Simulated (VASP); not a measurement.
Input of a VASP 6.6.1 run:

File INCAR:

```
SYSTEM = TiN
PREC = Accurate
ENCUT = 520
EDIFF = 1E-7
ISMEAR = 0
SIGMA = 0.1
LREAL = .False.
LASPH = .True.
NELM = 80
ALGO = Normal
ISIF = 2
LWAVE = .False.
LCHARG = .False.
GGA = CA
NBANDS = 16
```

KPOINTS

```
regular mesh
0
Gamma
  8 8 8
  0 0 0
```

Contents of POSCAR:

```
TiN
1.0
    0.0000000000      2.0858820416      2.0858820416
    2.0858820416      0.0000000000      2.0858820416
    2.0858820416      2.0858820416      0.0000000000
Ti N
1 1
Direct
    0.0000000000      0.0000000000      0.0000000000
    0.5000000000      0.5000000000      0.5000000000
```

Potentials or basis: VASP PAW LDA potentials, release 64 (Ti_sv, N).

Run with:

```bash
$ cat potpaw_LDA.64/Ti_sv/POTCAR potpaw_LDA.64/N/POTCAR > POTCAR
$ mpirun -np 1 vasp_std > vasp.out
```

Q: Predict the pressure.

A: 1.2 GPa.
